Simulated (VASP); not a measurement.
# As (Fd-3m) in VASP: relaxation of cell and atoms with PBE

Aim: the relaxation of cell and atoms of As with PBE.

All numbers are computed with VASP 6.6.1; they aren't measurements. Logs are shortened: lines on timing, memory, paths and dates and some standing lists are left out, and cuts for length are marked.

## (1) The cell of the first run

Symmetry: Fd-3m, No. 227, cubic system. The conventional cell has a = 5.804 Å, b = 5.804 Å, c = 5.804 Å, α = 90.00°, β = 90.00°, γ = 90.00°. As (site symmetry -43m) has 4 As at 2.51 Å within 3.3 Å.

This isn't the form of As at room conditions, which is rhombohedral.

## (2) Relaxation of cell and atoms, PBE, target pressure 9.3 GPa, at which the enthalpy is minimised

Input file INCAR:

```
SYSTEM = As
PREC = Accurate
ENCUT = 600
EDIFF = 1E-6
ISMEAR = -1
SIGMA = 0.08
LREAL = .FALSE.
LASPH = .TRUE.
NELM = 80
ALGO = Normal
ISIF = 3
LWAVE = .FALSE.
LCHARG = .FALSE.
GGA = PE
IBRION = 2
NSW = 32
EDIFFG = -0.005
PSTRESS = 93.0
```

Input file KPOINTS:

```
Automatic mesh
0
G
  12 12 12
  0 0 0
```

Input file POSCAR:

```
As
1.0
    0.0000000000      2.9020121572      2.9020121572
    2.9020121572      0.0000000000      2.9020121572
    2.9020121572      2.9020121572      0.0000000000
As
2
Direct
   -0.1250000000     -0.1250000000     -0.1250000000
    0.1250000000      0.1250000000      0.1250000000
```

Potentials or basis: VASP PAW PBE potentials, release 64 (As).

The run is started by

```sh
$ cat potpaw_PBE.64/As/POTCAR > POTCAR
$ mpirun -np 1 vasp_std > vasp.out
```

OUTCAR:

```text
SYSTEM = As
   PREC = Accurate
   ENCUT = 600
   EDIFF = 1E-6
   ISMEAR = -1
   LREAL = .FALSE.
   LASPH = .TRUE.
   NELM = 80
   ISIF = 3
   GGA = PE
   IBRION = 2
   NSW = 32
   EDIFFG = -0.005
   PSTRESS = 93.0

 ion  position               nearest neighbor table
   1  0.875  0.875  0.875-   2 2.51   2 2.51   2 2.51   2 2.51
   2  0.125  0.125  0.125-   1 2.51   1 2.51   1 2.51   1 2.51

  LATTYP: Found a face centered cubic cell.
 ALAT       =     5.8040243144

  Lattice vectors:

 A1 = (   0.0000000000,   2.9020121572,   2.9020121572)
 A2 = (   2.9020121572,   0.0000000000,   2.9020121572)
 A3 = (   2.9020121572,   2.9020121572,   0.0000000000)

Analysis of symmetry for initial positions (statically):
=====================================================================
 Subroutine PRICEL returns:
 Original cell was already a primitive cell.

 Routine SETGRP: Setting up the symmetry group for a
 face centered cubic supercell.

 Subroutine GETGRP returns: Found 48 space group operations
 (whereof 12 operations were pure point group operations)
 out of a pool of 48 trial point group operations.

The static configuration has the point symmetry D_3d.
 The point group associated with its full space group is O_h .

Analysis of symmetry for dynamics (positions and initial velocities):
=====================================================================
 Subroutine PRICEL returns:
 Original cell was already a primitive cell.

 Routine SETGRP: Setting up the symmetry group for a
 face centered cubic supercell.

 Subroutine GETGRP returns: Found 48 space group operations
 (whereof 12 operations were pure point group operations)
 out of a pool of 48 trial point group operations.

The dynamic configuration has the point symmetry D_3d.
 The point group associated with its full space group is O_h .

 Subroutine INISYM returns: Found 48 space group operations
 (whereof 12 operations are pure point group operations),
 and found     1 'primitive' translations

----------------------------------------------------------------------------------------

                                     Primitive cell

  volume of cell :      48.8796

  direct lattice vectors                    reciprocal lattice vectors
     0.000000000  2.902012157  2.902012157    -0.172294247  0.172294247  0.172294247
     2.902012157  0.000000000  2.902012157     0.172294247 -0.172294247  0.172294247
     2.902012157  2.902012157  0.000000000     0.172294247  0.172294247 -0.172294247

  length of vectors
     4.104064951  4.104064951  4.104064951     0.298422390  0.298422390  0.298422390

  position of ions in fractional coordinates (direct lattice)
     0.875000000  0.875000000  0.875000000
     0.125000000  0.125000000  0.125000000

  ion indices of the primitive-cell ions
   primitive index   ion index
                 1           1
                 2           2

----------------------------------------------------------------------------------------

 KPOINTS: Automatic mesh

Automatic generation of k-mesh.
 Grid dimensions read from file:
 generate k-points for:   12   12   12

 Generating k-lattice:

  Cartesian coordinates                     Fractional coordinates (reciprocal lattice)
    -0.014357854  0.014357854  0.014357854     0.083333333  0.000000000  0.000000000
     0.014357854 -0.014357854  0.014357854     0.000000000  0.083333333  0.000000000
     0.014357854  0.014357854 -0.014357854     0.000000000  0.000000000  0.083333333

  Length of vectors
     0.024868533  0.024868533  0.024868533

  Shift w.r.t. Gamma in fractional coordinates (k-lattice)
     0.000000000  0.000000000  0.000000000

 Subroutine IBZKPT returns following result:
 ===========================================

 Found     72 irreducible k-points:

 Following reciprocal coordinates:
            Coordinates               Weight
  0.000000  0.000000  0.000000      1.000000
  0.083333  0.000000  0.000000      8.000000
  0.166667  0.000000  0.000000      8.000000
  0.250000  0.000000  0.000000      8.000000
  0.333333  0.000000  0.000000      8.000000
  0.416667  0.000000  0.000000      8.000000
[... 16 lines left out ...]
  0.500000  0.166667  0.000000     24.000000
 -0.416667  0.166667  0.000000     24.000000
 [... further k-points ...]
   k-points           NKPTS =     72   k-points in BZ     NKDIM =     72   number of bands    NBANDS=      9
   number of dos      NEDOS =    301   number of ions     NIONS =      2
   total plane-waves  NPLWV =  46656
   dimension x,y,z NGX =    36 NGY =   36 NGZ =   36
   dimension x,y,z NGXF=    72 NGYF=   72 NGZF=   72
   ions per type =               2
   NGX,Y,Z   is equivalent  to a cutoff of  14.58, 14.58, 14.58 a.u.
   NGXF,Y,Z  is equivalent  to a cutoff of  29.17, 29.17, 29.17 a.u.
 SYSTEM =  As
   PREC   = accura    normal or accurate (medium, high low for compatibility)
   ISTART =      0    job   : 0-new  1-cont  2-samecut
   ICHARG =      2    charge: 1-file 2-atom 10-const
   ISPIN  =      1    spin polarized calculation?
   LNONCOLLINEAR =      F non collinear calculations
   LSORBIT =      F    spin-orbit coupling
   LASPH  =      T    aspherical Exc in radial PAW
   ENCUT  =  600.0 eV  44.10 Ry    6.64 a.u.   8.20  8.20  8.20*2*pi/ulx,y,z
   NELM   =     80;   NELMIN=  2; NELMDL= -5     # of ELM steps
   EDIFF  = 0.1E-05   stopping-criterion for ELM
   LREAL  =      F    real-space projection
   EDIFFG = -.5E-02   stopping-criterion for IOM
   NSW    =     32    number of steps for IOM
   IBRION =      2    ionic relax: 0-MD 1-quasi-New 2-CG
   NFREE  =      1    steps in history (QN), initial steepest desc. (CG)
   ISIF   =      3    stress and relaxation
   ISYM   =      2    0-nonsym 1-usesym 2-fastsym
   POTIM  = 0.5000    time-step for ionic-motion
   TEBEG  =    0.0;   TEEND  =   0.0 temperature during run
   PSTRESS=   93.0 pullay stress
   NELECT =      10.0000    total number of electrons
   NUPDOWN=      -1.0000    fix difference up-down
   EMIN   =  10.00;   EMAX   =-10.00  energy-range for DOS
   EFERMI =   0.00;   METHOD = LEGACY
   ISMEAR =    -1;   SIGMA  =   0.08  broadening in eV -4-tet -1-fermi 0-gaus
   EFERMI_NEDOS =   21; number of points for ismear=-14 and -15
   IALGO  =     38    algorithm
   IMIX   =      4    mixing-type and parameters
     AMIX     =   0.40;   BMIX     =  1.00
     AMIX_MAG =   1.60;   BMIX_MAG =  1.00
  volume/ion in A,a.u.               =      24.44       164.93
  Fermi-wavevector in a.u.,A,eV,Ry     =   0.964641  1.822907 12.660653  0.930532
  Thomas-Fermi vector in A             =   2.094289
   LORBIT       =      0    0 simple, 1 ext, 2 COOP (PROOUT), +10 PAW based schemes
   GGA     = PE    functional components
   LHFCALC =     F    Hartree Fock is set to
   AEXX    =    0.0000 exact exchange contribution
   IVDW    =     0    specifies the selected vdW correction
   LEPSILON=     F    determine dielectric tensor
   LRPA    =     F    only Hartree local field effects (RPA)
 conjugate gradient relaxation of ions
 non-spin polarized calculation
  energy-cutoff  :      600.00
  volume of cell :       48.88
 maximum number of plane-waves:      1660
 NGX is ok and might be reduce to    36
   NGX = 17   NGY = 17   NGZ = 17

--------------------------------------- Ionic step        1  -------------------------------------------

 number of electron      10.0000000 magnetization

 Free energy of the ion-electron system (eV)
  ---------------------------------------------------
  ext. energy  EPLUGINS =         0.00000000
  ---------------------------------------------------
  free energy    TOTEN  =        -8.51559660 eV

  energy without entropy =       -8.50365790  energy(sigma->0) =       -8.50962725

------------------------ aborting loop because EDIFF is reached ----------------------------------------

  FORCE on cell =-STRESS in cart. coord.  units (eV):
  Direction    XX          YY          ZZ          XY          YZ          ZX
  --------------------------------------------------------------------------------------
  -------------------------------------------------------------------------------------
  Total        2.9256226      2.9256226      2.9256226      0.0000000     -0.0000000      0.0000000
  in kB       95.8961563     95.8961563     95.8961563      0.0000000     -0.0000000      0.0000000
  external PRESSURE =       2.8961563 kB  Pullay stress =      93.0000000 kB

 VOLUME and BASIS-vectors are now :
 -----------------------------------------------------------------------------
  energy-cutoff  :      600.00
  volume of cell :       48.88
      direct lattice vectors                 reciprocal lattice vectors
     0.000000000  2.902012157  2.902012157    -0.172294247  0.172294247  0.172294247
     2.902012157  0.000000000  2.902012157     0.172294247 -0.172294247  0.172294247
     2.902012157  2.902012157  0.000000000     0.172294247  0.172294247 -0.172294247
[... 46 lines left out ...]
  FREE ENERGIE OF THE ION-ELECTRON SYSTEM (eV)
  ---------------------------------------------------
  free  energy   TOTEN  =        -8.5338261206 eV

  energy  without entropy=       -8.5216294746  energy(sigma->0) =       -8.52772780

  enthalpy is  TOTEN    =        -5.6783804769 eV   P V=        2.8554456437

--------------------------------------- Ionic step        3  -------------------------------------------

 number of electron      10.0000000 magnetization

 Free energy of the ion-electron system (eV)
  ---------------------------------------------------
  ext. energy  EPLUGINS =         0.00000000
  ---------------------------------------------------
  free energy    TOTEN  =        -8.52559855 eV

  energy without entropy =       -8.51352211  energy(sigma->0) =       -8.51956033

 E-fermi :   4.3366     XC(G=0):  -9.2341

 val. band max:        4.2394467235   @ k =   0.4167   0.3333   0.0833
 cond. band min:       4.3974748825   @ k =   0.5000   0.3333   0.1667
 fundamental gap:      0.1580281590
 Fermi energy:         4.3365687797

 k-point     1 :       0.0000    0.0000    0.0000
  band No.  band energies     occupation
      1     -10.5016      2.00000
      2      -0.8540      2.00000
      3       1.8587      2.00000
      4       1.8587      2.00000
      5       1.8587      2.00000
      6       4.8081      0.00550
      7       4.8081      0.00550
      8       4.8081      0.00550
      9       9.2482      0.00000

 k-point     2 :       0.0833    0.0000    0.0000
  band No.  band energies     occupation
      1     -10.4307      2.00000
      2      -1.3411      2.00000
      3       1.7457      2.00000
      4       1.7457      2.00000
      5       2.0298      2.00000
      6       4.9713      0.00072
      7       4.9713      0.00072
      8       4.9963      0.00052
      9       9.6052      0.00000
[... 253 lines left out ...]
 k-point    24 :      -0.4167    0.1667    0.0000
  band No.  band energies     occupation
      1      -8.6387      2.00000
      2      -5.8187      2.00000
      3      -0.7391      2.00000
      4       0.4995      2.00000
      5       3.1798      2.00000
      6       6.1448      0.00000
      7       6.8576      0.00000
      8       8.9835      0.00000
      9      10.9487      0.00000

 [... further k-points ...]

------------------------ aborting loop because EDIFF is reached ----------------------------------------

  FORCE on cell =-STRESS in cart. coord.  units (eV):
  Direction    XX          YY          ZZ          XY          YZ          ZX
  --------------------------------------------------------------------------------------
  -------------------------------------------------------------------------------------
  Total        2.8488508      2.8488508      2.8488508      0.0000000      0.0000000      0.0000000
  in kB       93.0566650     93.0566650     93.0566650      0.0000000      0.0000000      0.0000000
  external PRESSURE =       0.0566650 kB  Pullay stress =      93.0000000 kB

 VOLUME and BASIS-vectors are now :
 -----------------------------------------------------------------------------
  energy-cutoff  :      600.00
  volume of cell :       49.05
      direct lattice vectors                 reciprocal lattice vectors
     0.000000000  2.905366586  2.905366586    -0.172095323  0.172095323  0.172095323
     2.905366586 -0.000000000  2.905366586     0.172095323 -0.172095323  0.172095323
     2.905366586  2.905366586 -0.000000000     0.172095323  0.172095323 -0.172095323

 POSITION                                       TOTAL-FORCE (eV/Angst)
 -----------------------------------------------------------------------------------
      5.08439      5.08439      5.08439        -0.000000     -0.000000     -0.000000
      0.72634      0.72634      0.72634         0.000000      0.000000      0.000000
 -----------------------------------------------------------------------------------
    total drift:                                0.000000      0.000000      0.000000

  FREE ENERGIE OF THE ION-ELECTRON SYSTEM (eV)
  ---------------------------------------------------
  free  energy   TOTEN  =        -8.5255985462 eV

  energy  without entropy=       -8.5135221094  energy(sigma->0) =       -8.51956033

  enthalpy is  TOTEN    =        -5.6784824641 eV   P V=        2.8471160821

 reached required accuracy - stopping structural energy minimisation
```

Wall time 23 s (1 thread of Intel Xeon 6975P-C (Granite Rapids), shared host); peak memory 0.22 GiB.

What came out:

```yaml
Free_energy: -8.5256 eV
Relaxed_volume: 24.52 Å³/atom
Relaxed_cell: a = 4.109 Å, b = 4.109 Å, c = 4.109 Å, α = 60.00°, β = 60.00°, γ = 60.00°
Space_group_after_relaxing_to_0.1_Å: Fd-3m (No. 227)
Energy_change_on_relaxing_the_run_minimises_the_enthalpy: -5.0 meV/atom
Ionic_steps: 3
Pressure_after_relaxing: 9.3 GPa
Band_gap_on_the_k_mesh: zero (bands 5 and 6 overlap by 2.26 eV)
```

Step by step:
```tsv
step	energy change (eV)	largest force (eV/Å)	pressure (GPa)	volume (Å³)
1	0.0000	0.0000	9.59	48.88
2	-0.0182	0.0000	9.08	49.19
3	-0.0100	0.0000	9.31	49.05
```

Final structure:
```yaml
crystal:
  lattice:
    - [0.00000, 2.90537, 2.90537]
    - [2.90537, 0.00000, 2.90537]
    - [2.90537, 2.90537, 0.00000]
  atoms:
    - { symbol: As, position: [0.87500, 0.87500, 0.87500] }
    - { symbol: As, position: [0.12500, 0.12500, 0.12500] }
```

Caveat: the cell is relaxed towards a set pressure, so the run minimises the enthalpy, not the energy.

The gap in the log of VASP goes by the Fermi energy; the results here count the filled bands.